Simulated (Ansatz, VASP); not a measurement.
One calculation of Cu, two programs

```
CELL_PARAMETERS angstrom
14.00000 0.00000 0.00000
0.00000 14.40000 0.00000
0.00000 0.00000 14.80000
ATOMIC_POSITIONS crystal
Cu 0.50000 0.50000 0.50000
```

Alike in both runs: task single point; functional PBE; k mesh 1 × 1 × 1; occupations fermi-dirac, width 0.01 eV; collinear spin.

|  | VASP | Ansatz |
| --- | --- | --- |
| version | VASP 6.6.1 | Ansatz 0.2.0 |
| potentials or method | VASP PAW PBE potentials, release 64 (Cu), cutoff 520 eV | plane waves (420 eV) with PAW, scalar-relativistic |
| valence electrons in the cell | 11 | 19 |

Ansatz gave:

| Quantity | Value |
| --- | --- |
| gap on the k mesh at the Fermi level (eV) | 0.83 |
| net moment per atom (μB) | 1.00 |
| size of the moment on the site where the two differ most (μB) | 1.00 |

Question: Which values does VASP return?

Answer: gap on the k mesh at the Fermi level (eV): 0.83; net moment per atom (μB): 1.00; size of the moment on the site where the two differ most (μB): 0.31.

Site moments also hang on the region over which each program counts them. VASP's potentials hold 11 valence electrons a cell and Ansatz's 19, so a difference there can come from the potentials and not from the codes.
